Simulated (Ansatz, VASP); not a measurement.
W: VASP beside Ansatz

```
W
1.0
     2.72015    0.00000    0.00000
    -1.36008    2.35572    0.00000
     0.00000    0.00000    9.59782
W
4
Direct
  0.00000 0.00000 0.00000
  0.00000 0.00000 0.50000
  0.33333 0.66667 0.25000
  0.66667 0.33333 0.75000
```

Alike in both runs: task single point; functional RPBE; k mesh 15 × 15 × 4; occupations fermi-dirac, width 0.1 eV; no spin polarisation.

```csv
,VASP,Ansatz
version,VASP 6.6.1,Ansatz 0.2.0
potentials or method,"VASP PAW PBE potentials, release 64 (W_sv), cutoff 520 eV","plane waves (420 eV) with PAW, scalar-relativistic"
valence electrons in the cell,56,56
```

Ansatz gave:

| Item | Value |
| --- | --- |
| pressure (GPa) | 26.9 |
| traceless stress, the component that is largest in VASP (GPa) | -3.66 |

Q: Estimate VASP's values.

A: Pressure (GPa): 27.7; traceless stress, the component that is largest in VASP (GPa): -3.78.

VASP's potentials were made for PBE, not for RPBE.

Neither program's run includes spin-orbit coupling.
